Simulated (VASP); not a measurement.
# SiNi2 (P6/mmm) in VASP: relaxation of cell and atoms with PBE

Aim: the relaxation of cell and atoms of SiNi2 with PBE.

Program: VASP 6.6.1. These are calculated values, not measurements. Logs are shortened: lines on timing, memory, paths and dates and some standing lists are left out, and cuts for length are marked.

## 1. The cell of the first run

The structure is hexagonal, space group P6/mmm (No. 191). The conventional cell has a = 3.634 Å, b = 3.634 Å, c = 5.976 Å, α = 90.00°, β = 90.00°, γ = 120.00°. Within 2.3 Å of Si (site symmetry -6m2) lie 2 Ni at 1.77 Å and 3 Si at 2.10 Å. Ni (site symmetry 3m) has 1 Si at 1.77 Å and 3 Ni at 2.10 Å within 2.3 Å.

The cell was generated, and may not be a known phase.

## 2. Relaxation of cell and atoms, PBE, collinear spin, ferromagnetic start

Input file INCAR:

```
ALGO = Normal
EDIFF = 1E-7
EDIFFG = -0.04
ENCUT = 600
GGA = PE
GGA_COMPAT = F
IBRION = 2
ISIF = 3
ISMEAR = 0
ISPIN = 2
LASPH = T
LCHARG = F
LMAXMIX = 4
LORBIT = 11
LREAL = F
LWAVE = F
MAGMOM = 0 0 2 2 2 2
NELM = 200
NELMIN = 4
NSW = 90
PREC = Accurate
SIGMA = 0.1
```

Input file KPOINTS:

```
k-points
0
Gamma
  6 6 4
```

Input file POSCAR:

```
SiNi2
1.0
    3.6336867400      0.0000000000      0.0000000000
   -1.8168433700      3.1468650200      0.0000000000
    0.0000000000      0.0000000000      5.9760279000
Si Ni
2 4
Direct
    0.3333333300      0.6666666700      0.0000000000
    0.6666666700      0.3333333300      0.0000000000
    0.3333333300      0.6666666700      0.2956561800
    0.3333333300      0.6666666700      0.7043438200
    0.6666666700      0.3333333300      0.7043438200
    0.6666666700      0.3333333300      0.2956561800
```

Potentials or basis: VASP PAW PBE potentials, release 64 (Si, Ni).

The run is started by

```console
$ cat potpaw_PBE.64/Si/POTCAR potpaw_PBE.64/Ni/POTCAR > POTCAR
$ mpirun -np 1 vasp_std > vasp.out
```

OUTCAR:

```text
EDIFF = 1E-7
   EDIFFG = -0.04
   ENCUT = 600
   GGA = PE
   IBRION = 2
   ISIF = 3
   ISMEAR = 0
   ISPIN = 2
   LASPH = T
   LORBIT = 11
   LREAL = F
   NELM = 200
   NELMIN = 4
   NSW = 90
   PREC = Accurate

 ion  position               nearest neighbor table
   1  0.333  0.667  0.000-   3 1.77   4 1.77   2 2.10   2 2.10   2 2.10   5 2.74   6 2.74   5 2.74
                             6 2.74   6 2.74   5 2.74
   2  0.667  0.333  0.000-   5 1.77   6 1.77   1 2.10   1 2.10   1 2.10   3 2.74   4 2.74   3 2.74
                             4 2.74   4 2.74   3 2.74
   3  0.333  0.667  0.296-   1 1.77   6 2.10   6 2.10   6 2.10   4 2.44   2 2.74   2 2.74   2 2.74

   4  0.333  0.667  0.704-   1 1.77   5 2.10   5 2.10   5 2.10   3 2.44   2 2.74   2 2.74   2 2.74

   5  0.667  0.333  0.704-   2 1.77   4 2.10   4 2.10   4 2.10   6 2.44   1 2.74   1 2.74   1 2.74

   6  0.667  0.333  0.296-   2 1.77   3 2.10   3 2.10   3 2.10   5 2.44   1 2.74   1 2.74   1 2.74

  LATTYP: Found a hexagonal cell.
 ALAT       =     3.6336867400
 C/A-ratio  =     1.6446183525

  Lattice vectors:

 A1 = (   3.6336867400,   0.0000000000,   0.0000000000)
 A2 = (  -1.8168433700,   3.1468650200,   0.0000000000)
 A3 = (   0.0000000000,   0.0000000000,   5.9760279000)

Analysis of symmetry for initial positions (statically):
=====================================================================
 Subroutine PRICEL returns:
 Original cell was already a primitive cell.

 Routine SETGRP: Setting up the symmetry group for a
 hexagonal supercell.

 Subroutine GETGRP returns: Found 24 space group operations
 (whereof 24 operations were pure point group operations)
 out of a pool of 24 trial point group operations.

The static configuration has the point symmetry D_6h.

Analysis of symmetry for dynamics (positions and initial velocities):
=====================================================================
 Subroutine PRICEL returns:
 Original cell was already a primitive cell.

 Routine SETGRP: Setting up the symmetry group for a
 hexagonal supercell.

 Subroutine GETGRP returns: Found 24 space group operations
 (whereof 24 operations were pure point group operations)
 out of a pool of 24 trial point group operations.

The dynamic configuration has the point symmetry D_6h.

Analysis of structural, dynamic, and magnetic symmetry:
=====================================================================
 Subroutine PRICEL returns:
 Original cell was already a primitive cell.

 Routine SETGRP: Setting up the symmetry group for a
 hexagonal supercell.

 Subroutine GETGRP returns: Found 24 space group operations
 (whereof 24 operations were pure point group operations)
 out of a pool of 24 trial point group operations.

The overall configuration has the point symmetry D_6h.

 Subroutine INISYM returns: Found 24 space group operations
 (whereof 24 operations are pure point group operations),
 and found     1 'primitive' translations

----------------------------------------------------------------------------------------

                                     Primitive cell

  volume of cell :      68.3342

  direct lattice vectors                    reciprocal lattice vectors
     3.633686740  0.000000000  0.000000000     0.275202589  0.158888289  0.000000000
    -1.816843370  3.146865020  0.000000000     0.000000000  0.317776579  0.000000000
     0.000000000  0.000000000  5.976027900     0.000000000  0.000000000  0.167335229

  length of vectors
     3.633686740  3.633686735  5.976027900     0.317776578  0.317776579  0.167335229

  position of ions in fractional coordinates (direct lattice)
     0.333333330  0.666666670  0.000000000
     0.666666670  0.333333330  0.000000000
     0.333333330  0.666666670  0.295656180
     0.333333330  0.666666670  0.704343820
     0.666666670  0.333333330  0.704343820
     0.666666670  0.333333330  0.295656180

  ion indices of the primitive-cell ions
   primitive index   ion index
                 1           1
                 2           2
                 3           3
                 4           4
                 5           5
                 6           6

----------------------------------------------------------------------------------------

 KPOINTS: k-points

Automatic generation of k-mesh.
 Grid dimensions read from file:
 generate k-points for:    6    6    4

 Generating k-lattice:

  Cartesian coordinates                     Fractional coordinates (reciprocal lattice)
     0.045867098  0.026481382  0.000000000     0.166666667  0.000000000  0.000000000
     0.000000000  0.052962763  0.000000000     0.000000000  0.166666667  0.000000000
     0.000000000  0.000000000  0.041833807     0.000000000  0.000000000  0.250000000

  Length of vectors
     0.052962763  0.052962763  0.041833807

  Shift w.r.t. Gamma in fractional coordinates (k-lattice)
     0.000000000  0.000000000  0.000000000

 Subroutine IBZKPT returns following result:
 ===========================================

 Found     21 irreducible k-points:

 Following reciprocal coordinates:
            Coordinates               Weight
  0.000000  0.000000  0.000000      1.000000
  0.166667  0.000000  0.000000      6.000000
  0.333333  0.000000  0.000000      6.000000
  0.500000 -0.000000  0.000000      3.000000
  0.166667  0.166667  0.000000      6.000000
  0.333333  0.166667  0.000000     12.000000
[... 13 lines left out ...]
  0.333333  0.166667  0.500000     12.000000
  0.333333  0.333333  0.500000      2.000000
   k-points           NKPTS =     21   k-points in BZ     NKDIM =     21   number of bands    NBANDS=     32
   number of dos      NEDOS =    301   number of ions     NIONS =      6
   total plane-waves  NPLWV =  43200
   dimension x,y,z NGX =    30 NGY =   30 NGZ =   48
   dimension x,y,z NGXF=    60 NGYF=   60 NGZF=   96
   ions per type =               2   4
   NGX,Y,Z   is equivalent  to a cutoff of  13.73, 13.73, 13.35 a.u.
   NGXF,Y,Z  is equivalent  to a cutoff of  27.45, 27.45, 26.71 a.u.
 SYSTEM =  unknown system
   PREC   = accura    normal or accurate (medium, high low for compatibility)
   ISTART =      0    job   : 0-new  1-cont  2-samecut
   ICHARG =      2    charge: 1-file 2-atom 10-const
   ISPIN  =      2    spin polarized calculation?
   LNONCOLLINEAR =      F non collinear calculations
   LSORBIT =      F    spin-orbit coupling
   LASPH  =      T    aspherical Exc in radial PAW
   ENCUT  =  600.0 eV  44.10 Ry    6.64 a.u.   7.26  7.26 11.94*2*pi/ulx,y,z
   NELM   =    200;   NELMIN=  4; NELMDL= -5     # of ELM steps
   EDIFF  = 0.1E-06   stopping-criterion for ELM
   LREAL  =      F    real-space projection
   EDIFFG = -.4E-01   stopping-criterion for IOM
   NSW    =     90    number of steps for IOM
   IBRION =      2    ionic relax: 0-MD 1-quasi-New 2-CG
   NFREE  =      1    steps in history (QN), initial steepest desc. (CG)
   ISIF   =      3    stress and relaxation
   ISYM   =      2    0-nonsym 1-usesym 2-fastsym
   POTIM  = 0.5000    time-step for ionic-motion
   TEBEG  =    0.0;   TEEND  =   0.0 temperature during run
   PSTRESS=    0.0 pullay stress
   NELECT =      48.0000    total number of electrons
   NUPDOWN=      -1.0000    fix difference up-down
   EMIN   =  10.00;   EMAX   =-10.00  energy-range for DOS
   EFERMI =   0.00;   METHOD = LEGACY
   ISMEAR =     0;   SIGMA  =   0.10  broadening in eV -4-tet -1-fermi 0-gaus
   EFERMI_NEDOS =   21; number of points for ismear=-14 and -15
   IALGO  =     38    algorithm
   IMIX   =      4    mixing-type and parameters
     AMIX     =   0.40;   BMIX     =  1.00
     AMIX_MAG =   1.60;   BMIX_MAG =  1.00
  volume/ion in A,a.u.               =      11.39        76.86
  Fermi-wavevector in a.u.,A,eV,Ry     =   1.455266  2.750055 28.814423  2.117800
  Thomas-Fermi vector in A             =   2.572321
   LORBIT       =     11    0 simple, 1 ext, 2 COOP (PROOUT), +10 PAW based schemes
   GGA     = PE    functional components
   LHFCALC =     F    Hartree Fock is set to
   AEXX    =    0.0000 exact exchange contribution
   IVDW    =     0    specifies the selected vdW correction
   LEPSILON=     F    determine dielectric tensor
   LRPA    =     F    only Hartree local field effects (RPA)
 conjugate gradient relaxation of ions
 spin polarized calculation
 Gauss-broadening in eV      SIGMA  =   0.10
  energy-cutoff  :      600.00
  volume of cell :       68.33
 maximum number of plane-waves:      2301
 NGX is ok and might be reduce to    30
   NGX = 15   NGY = 15   NGZ = 23

--------------------------------------- Ionic step        1  -------------------------------------------

 number of electron      47.9999993 magnetization       0.5151800

 number of electron      47.9999992 magnetization      -0.0006714

 Free energy of the ion-electron system (eV)
  ---------------------------------------------------
  ext. energy  EPLUGINS =         0.00000000
  ---------------------------------------------------
  free energy    TOTEN  =       -19.93809320 eV

  energy without entropy =      -19.90798179  energy(sigma->0) =      -19.92303750

 E-fermi :  10.0135     XC(G=0): -12.2476

 val. band max:        9.9703993993   @ k =   0.1667   0.0000   0.2500
 cond. band min:      10.0283539177   @ k =   0.1667   0.1667   0.5000
 fundamental gap:      0.0579545184
 Fermi energy:        10.0135039540
[... 3075 lines left out ...]
     31       6.6302      0.00000
     32       7.4284      0.00000

[... ionic steps 4 to 10 ...]

--------------------------------------- Ionic step       11  -------------------------------------------

 number of electron      47.9999939 magnetization       0.0002020

------------------------ aborting loop because EDIFF is reached ----------------------------------------
[... 75 lines left out ...]
--------------------------------------- Ionic step       13  -------------------------------------------

 number of electron      48.0000015 magnetization       0.0063880

 Free energy of the ion-electron system (eV)
  ---------------------------------------------------
  ext. energy  EPLUGINS =         0.00000000
  ---------------------------------------------------
  free energy    TOTEN  =       -29.33796396 eV

  energy without entropy =      -29.29819478  energy(sigma->0) =      -29.31807937

 E-fermi :   5.7789     XC(G=0): -10.6163

 val. band max:        5.7726138696   @ k =   0.3333   0.0000   0.5000
 cond. band min:       5.7964548639   @ k =   0.3333   0.1667   0.2500
 fundamental gap:      0.0238409943
 Fermi energy:         5.7788957142
[... 1506 lines left out ...]
  FREE ENERGIE OF THE ION-ELECTRON SYSTEM (eV)
  ---------------------------------------------------
  free  energy   TOTEN  =       -29.3379639625 eV

  energy  without entropy=      -29.2981947760  energy(sigma->0) =      -29.31807937

 reached required accuracy - stopping structural energy minimisation

 total charge

# of ion       s       p       d       tot
------------------------------------------
    1        0.773   0.917   0.000   1.690
    2        0.773   0.917   0.000   1.690
    3        0.500   0.352   8.404   9.256
    4        0.500   0.352   8.404   9.256
    5        0.500   0.352   8.404   9.256
    6        0.500   0.352   8.404   9.256
--------------------------------------------------
tot          3.547   3.244  33.614  40.406

 magnetization (x)

# of ion       s       p       d       tot
------------------------------------------
    1       -0.000   0.000   0.000   0.000
    2       -0.000   0.000   0.000   0.000
    3       -0.000  -0.000   0.002   0.002
    4       -0.000  -0.000   0.002   0.002
    5       -0.000  -0.000   0.002   0.002
    6       -0.000  -0.000   0.002   0.002
--------------------------------------------------
tot         -0.000  -0.000   0.008   0.008
```

Run time: 14 min. Hardware: 1 thread of Intel Xeon 6975P-C (Granite Rapids), shared host; peak memory 0.28 GiB.

Results:

```yaml
Free_energy: -29.3380 eV
Relaxed_volume: 16.06 Å³/atom
Relaxed_cell: a = 4.031 Å, b = 4.031 Å, c = 6.848 Å, α = 90.00°, β = 90.00°, γ = 120.00°
Space_group_after_relaxing_to_0.1_Å: P6/mmm (No. 191)
Energy_gained_by_relaxing: 1566.6 meV/atom
Ionic_steps: 13
Pressure_after_relaxing: 0.1 GPa
Largest_force_after_relaxing: 0.009 eV/Å
Band_gap_on_the_k_mesh: zero (filled and empty bands overlap)
Net_moment: 0.01 μB per cell
Valence_electrons_inside_the_program's_atomic_spheres: Si 1.69; Ni 9.26
```

Forces in eV/Å, atoms in the order of the input:
```
Si   0.000  0.000  0.000
Si   0.000  0.000  0.000
Ni   0.000  0.000 -0.009
Ni   0.000  0.000  0.009
Ni   0.000  0.000  0.009
Ni   0.000  0.000 -0.009
```

Step by step:
```
step  energy change (eV)  largest force (eV/Å)  pressure (GPa)  volume (Å³)
   1              0.0000                9.7913          102.94        68.33
   2             -3.5856                0.4698          -13.41       165.92
   3             -5.0414                0.2259          -13.98       147.55
   4             -6.2920                0.0417          -13.74       133.18
   5             -9.0847                0.5664           -1.10        97.47
   6             -8.9936                0.1666           12.85        87.10
   7             -9.1616                0.5030            3.12        93.50
   8             -9.1636                0.4761            4.14        92.70
   9             -9.3529                0.4405           -1.67        97.81
  10             -9.3532                0.4390           -1.87        98.02
  11             -9.3921                0.2221            0.02        96.42
  12             -9.3934                0.1681            0.46        96.09
  13             -9.3999                0.0086            0.10        96.38
```

Final structure:
```cif
data_structure
_symmetry_space_group_name_H-M 'P 1'
_symmetry_Int_Tables_number 1
_cell_length_a 4.0314
_cell_length_b 4.0314
_cell_length_c 6.8481
_cell_angle_alpha 90.000
_cell_angle_beta 90.000
_cell_angle_gamma 120.000
_cell_volume 96.38
loop_
_atom_site_label
_atom_site_type_symbol
_atom_site_fract_x
_atom_site_fract_y
_atom_site_fract_z
_atom_site_occupancy
Si1 Si 0.33333 0.66667 0.00000 1
Si2 Si 0.66667 0.33333 0.00000 1
Ni1 Ni 0.33333 0.66667 0.32911 1
Ni2 Ni 0.33333 0.66667 0.67089 1
Ni3 Ni 0.66667 0.33333 0.67089 1
Ni4 Ni 0.66667 0.33333 0.32911 1
```

Caveat: the volume moved by over 15 % at a fixed basis, so the end points are rough; the moments typed at the start vanished in this run.

The gap in the log of VASP goes by the Fermi energy; the results here count the filled bands.